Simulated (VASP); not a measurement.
Wanted: the native input for a VASP 6.6.1 run.

* Task: single point
* Functional: PBEsol
* Potentials or basis: VASP PAW PBE potentials, release 64 (Si, N)
* Cutoff: 520 eV
* k mesh: 6 × 6 × 8
* Occupations: gaussian, width 0.01 eV
* Spin: no spin polarisation
* Dipole correction: no
* Further INCAR settings: ALGO = Normal; EDIFF = 1e-07; NBANDS = 45

The structure of Si3N4 lies in POSCAR:

```
Si3N4
1.0
    7.6246472077      0.0000000000      0.0000000000
   -3.8123236039      6.6031381768      0.0000000000
    0.0000000000      0.0000000000      2.9104789350
Si N
6 8
Direct
    0.7675713973      0.1739465952      0.2500000000
    0.5936248021      0.7675713973      0.7500000000
    0.8260534048      0.5936248021      0.2500000000
    0.2324286027      0.8260534048      0.7500000000
    0.4063751979      0.2324286027      0.2500000000
    0.1739465952      0.4063751979      0.7500000000
    0.0296263416      0.3299987759      0.2500000000
    0.6996275657      0.0296263416      0.7500000000
    0.6700012241      0.6996275657      0.2500000000
    0.9703736584      0.6700012241      0.7500000000
    0.3003724343      0.9703736584      0.2500000000
    0.3299987759      0.3003724343      0.7500000000
    0.6666666667      0.3333333333      0.2500000000
    0.3333333333      0.6666666667      0.7500000000
```

These files were run (other wordings do the same):

INCAR

```
PREC = Accurate
ENCUT = 520
EDIFF = 1E-7
ISMEAR = 0
SIGMA = 0.01
LREAL = F
LASPH = T
NELM = 100
ALGO = Normal
ISIF = 2
LWAVE = F
LCHARG = F
GGA = PS
NBANDS = 45
```

KPOINTS

```
regular mesh
0
Gamma
  6 6 8
```

Potentials or basis: VASP PAW PBE potentials, release 64 (Si, N).

Launch:

```bash
$ cat potpaw_PBE.64/Si/POTCAR potpaw_PBE.64/N/POTCAR > POTCAR
$ mpirun -np 1 vasp_std > vasp.out
```

Results of the run:

```json
{
 "Pressure": "0.2 GPa",
 "Largest force": "0.005 eV/Å",
 "Band gap on the k mesh": "4.19 eV, indirect (least direct gap 4.38 eV)"
}
```

Caveat: the PAW data sets were made with another functional, which shifts forces and pressure a little.

Run time: 4.7 min on 1 thread of Intel(R) Xeon(R) Platinum 8259CL CPU @ 2.50GHz (Skylake/Cascade Lake), with other jobs on the host, peak memory 0.38 GiB.
